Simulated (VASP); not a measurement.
Input of a VASP 6.6.1 run:

File INCAR:

```
SYSTEM = Rh
PREC = Accurate
ENCUT = 520
EDIFF = 1E-6
ISMEAR = -1
SIGMA = 0.08
LREAL = .False.
LASPH = .True.
NELM = 80
ALGO = Normal
ISIF = 2
LWAVE = .False.
LCHARG = .True.
LDIPOL = .True.
IDIPOL = 3
DIPOL = 0.5 0.5 0.500
GGA = PS
LELF = .True.
LVHAR = .True.
LVACPOTAV = .True.
NBANDS = 46
```

KPOINTS

```
regular mesh
0
Gamma
  14 10 1
  0 0 0
```

Contents of POSCAR:

```
Rh
1.0
    2.6734833388      0.0000000000      0.0000000000
    0.0000000000      3.7808763964      0.0000000000
    0.0000000000      0.0000000000     21.3470000000
Rh
5
Direct
    0.0000000000      0.0000000000      0.3802675168
    0.5000000000      0.5000000000      0.4352750531
    0.0000000000      0.0000000000      0.5000000000
    0.5000000000      0.5000000000      0.5647249465
    0.0000000000      0.0000000000      0.6197324834
```

Potentials or basis: VASP PAW PBE potentials, release 64 (Rh_pv).

Launch:

```bash
$ cat potpaw_PBE.64/Rh_pv/POTCAR > POTCAR
$ mpirun -np 1 vasp_std > vasp.out
```

Problem. Estimate the largest force.

Solution. 0.005 eV/Å.

Forces on the atoms (eV/Å):
```
Rh   0.000  0.000  0.005
Rh   0.000  0.000 -0.005
Rh   0.000  0.000  0.000
Rh   0.000  0.000  0.005
Rh   0.000  0.000 -0.005
```

Caveat: the PAW data sets were made with another functional, which shifts forces and pressure a little.
